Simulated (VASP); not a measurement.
Here is a VASP 6.6.1 calculation.

INCAR

```
PREC = Accurate
ENCUT = 520
EDIFF = 1E-6
ISMEAR = -1
SIGMA = 0.05
LREAL = Auto
LASPH = True
NELM = 120
ALGO = Normal
ISIF = 2
LWAVE = False
LCHARG = False
GGA = PS
NBANDS = 168
NELECT = 256.0
GGA_COMPAT = False
```

The input KPOINTS:

```
Automatic mesh
0
Gamma
  1 1 1
```

File POSCAR:

```
B33N32
1.0
    7.2115910000      0.0000000000      0.0000000000
    0.0000000000      7.2115910000      0.0000000000
    0.0000000000      0.0000000000      7.2115910000
B N
33 32
Direct
    0.9980680000      0.9980450000      0.0003050000
    0.9983000000      0.9982620000      0.5026370000
    0.9982180000      0.4981030000      0.9994950000
    0.9985260000      0.4982360000      0.5036740000
    0.4981310000      0.9981920000      0.9994900000
    0.4982690000      0.9984820000      0.5036790000
    0.4976670000      0.4976320000      0.9819740000
    0.4986010000      0.4985600000      0.5217370000
    0.2415970000      0.2415630000      0.9949380000
    0.2473480000      0.2473060000      0.5024080000
    0.2472840000      0.7490610000      0.0006500000
    0.2422650000      0.7544220000      0.5077770000
    0.7490910000      0.2472630000      0.0006480000
    0.7544630000      0.2422380000      0.5077710000
    0.7543800000      0.7543580000      0.9956460000
    0.7494150000      0.7493780000      0.5027490000
    0.2461480000      0.9982090000      0.2514730000
    0.2469760000      0.9980800000      0.7514340000
    0.2287310000      0.4976750000      0.2509970000
    0.2461460000      0.4980880000      0.7515300000
    0.7503480000      0.9984630000      0.2515940000
    0.7492960000      0.9982160000      0.7516290000
    0.7684080000      0.4984760000      0.2519420000
    0.7503530000      0.4982640000      0.7518130000
    0.9982550000      0.2461190000      0.2514740000
    0.9981200000      0.2469470000      0.7514300000
    0.9984940000      0.7503060000      0.2515970000
    0.9982470000      0.7492670000      0.7516260000
    0.4977060000      0.2286780000      0.2510040000
    0.4981170000      0.2461120000      0.7515210000
    0.4985070000      0.7684010000      0.2519390000
    0.4982910000      0.7503160000      0.7518150000
    0.4989150000      0.4988780000      0.2523180000
    0.1236600000      0.1236300000      0.1269400000
    0.1236090000      0.1235830000      0.6267520000
    0.1218100000      0.6242940000      0.1260220000
    0.1239320000      0.6235010000      0.6265960000
    0.6243320000      0.1217830000      0.1260130000
    0.6235200000      0.1239170000      0.6265820000
    0.6202910000      0.6202720000      0.1300720000
    0.6245620000      0.6245360000      0.6288220000
    0.3763720000      0.3763340000      0.1296480000
    0.3728350000      0.3728100000      0.6288440000
    0.3728220000      0.8755140000      0.1261300000
    0.3738010000      0.8732620000      0.6265870000
    0.8755410000      0.3728010000      0.1261290000
    0.8732880000      0.3737850000      0.6265820000
    0.8732500000      0.8732230000      0.1271040000
    0.8735470000      0.8735280000      0.6268700000
    0.3727270000      0.1217930000      0.3776110000
    0.3736340000      0.1236630000      0.8769950000
    0.3767500000      0.6203780000      0.3736820000
    0.3727260000      0.6242890000      0.8751170000
    0.8732660000      0.1239240000      0.3768370000
    0.8734230000      0.1235720000      0.8769160000
    0.8755080000      0.6244870000      0.3778110000
    0.8732440000      0.6235120000      0.8772820000
    0.1218240000      0.3727030000      0.3776070000
    0.1236850000      0.3736130000      0.8770020000
    0.1239490000      0.8732290000      0.3768400000
    0.1235910000      0.8734000000      0.8769230000
    0.6204050000      0.3767070000      0.3736900000
    0.6243080000      0.3727100000      0.8751000000
    0.6245120000      0.8754940000      0.3778080000
    0.6235290000      0.8732270000      0.8772750000
```

Potentials or basis: VASP PAW PBE potentials, release 64 (B, N).

Run with:

```bash
$ cat potpaw_PBE.64/B/POTCAR potpaw_PBE.64/N/POTCAR > POTCAR
$ mpirun -np 1 vasp_gam > vasp.out
```

Question: What does it give for the largest force?

Answer: 0.347 eV/Å.

Forces on the atoms (eV/Å):
```
B    0.059  0.059  0.078
B    0.048  0.050  0.061
B    0.056  0.082  0.043
B    0.030  0.071  0.054
B    0.081  0.057  0.043
B    0.069  0.034  0.054
B    0.075  0.078  0.033
B    0.014  0.015  0.018
B    0.000  0.002 -0.004
B    0.063  0.066  0.058
B    0.075  0.060  0.062
B    0.002  0.089  0.091
B    0.059  0.076  0.061
B    0.087  0.002  0.092
B    0.093  0.093  0.001
B    0.037  0.040  0.024
B    0.050  0.054  0.075
B    0.081  0.056  0.058
B    0.016  0.075  0.072
B    0.052  0.088  0.062
B    0.058  0.035  0.064
B    0.063  0.060  0.048
B    0.013  0.021  0.004
B    0.059  0.064  0.037
B    0.051  0.051  0.074
B    0.053  0.083  0.058
B    0.033  0.060  0.064
B    0.057  0.065  0.050
B    0.076  0.019  0.071
B    0.087  0.054  0.062
B    0.020  0.008  0.004
B    0.063  0.061  0.037
B   -0.061 -0.061 -0.080
N   -0.037 -0.038 -0.066
N   -0.065 -0.067 -0.048
N   -0.065 -0.096 -0.016
N   -0.051 -0.090 -0.056
N   -0.098 -0.066 -0.014
N   -0.087 -0.055 -0.053
N   -0.140 -0.141  0.143
N   -0.108 -0.109 -0.025
N    0.198  0.198  0.205
N   -0.026 -0.026 -0.074
N   -0.030 -0.069 -0.021
N   -0.066 -0.065 -0.060
N   -0.070 -0.032 -0.020
N   -0.062 -0.069 -0.059
N   -0.061 -0.062 -0.059
N   -0.037 -0.040 -0.038
N   -0.023 -0.064 -0.089
N   -0.072 -0.043 -0.038
N    0.141 -0.154 -0.144
N   -0.028 -0.094 -0.069
N   -0.051 -0.055 -0.086
N   -0.044 -0.070 -0.068
N   -0.023 -0.101 -0.090
N   -0.053 -0.096 -0.052
N   -0.061 -0.023 -0.088
N   -0.041 -0.074 -0.039
N   -0.053 -0.052 -0.086
N   -0.069 -0.046 -0.069
N   -0.154  0.142 -0.146
N   -0.091 -0.031 -0.066
N   -0.099 -0.026 -0.089
N   -0.094 -0.056 -0.050
```

Caveat: the k points lie up to 0.87 Å⁻¹ apart, too coarse for converged energies, forces and pressures; the cell carries a net charge on a neutralising background, which shifts energy and pressure; the PAW data sets were made with another functional, which shifts forces and pressure a little.
